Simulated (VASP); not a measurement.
The system is CdPd.

```
Cd Pd
1.0
     3.02760    0.00000    0.00000
     0.00000    3.02760    0.00000
     0.00000    0.00000    3.63100
Cd Pd
1 1
Direct
  0.00000 0.00000 0.00000
  0.50000 0.50000 0.50000
```

- Program: VASP 6.6.1
- Task: relaxation of volume and atoms at fixed shape
- Functional: LDA
- Potentials or basis: VASP PAW LDA potentials, release 64 (Cd_sv_GW, Pd_sv_GW)
- Cutoff: 630 eV
- k mesh: 7 × 7 × 6
- Occupations: gaussian, width 0.1 eV
- Spin: no spin polarisation

At the start: pressure -6.1 GPa; volume 16.64 Å³/atom.

Problem. Where does the relaxation end?

Solution. Over 3 steps the energy falls by 13.6 meV/atom and the volume is 15.96 Å³/atom (-4.1 %); space group P4/mmm (No. 123, to 0.1 Å) before and after.

The path:
```
step  energy change (eV)  largest force (eV/Å)  pressure (GPa)  volume (Å³)
   1              0.0000                0.0000           -6.09        33.28
   2              0.0158                0.0000            9.24        30.33
   3             -0.0273                0.0000           -0.01        31.92
```

Final structure:
```xyz
2
Lattice="2.9856 0.0000 0.0000 0.0000 2.9856 0.0000 0.0000 0.0000 3.5807" Properties=species:S:1:pos:R:3 pbc="T T T"
Cd    0.0000    0.0000    0.0000
Pd    1.4928    1.4928    1.7903
```
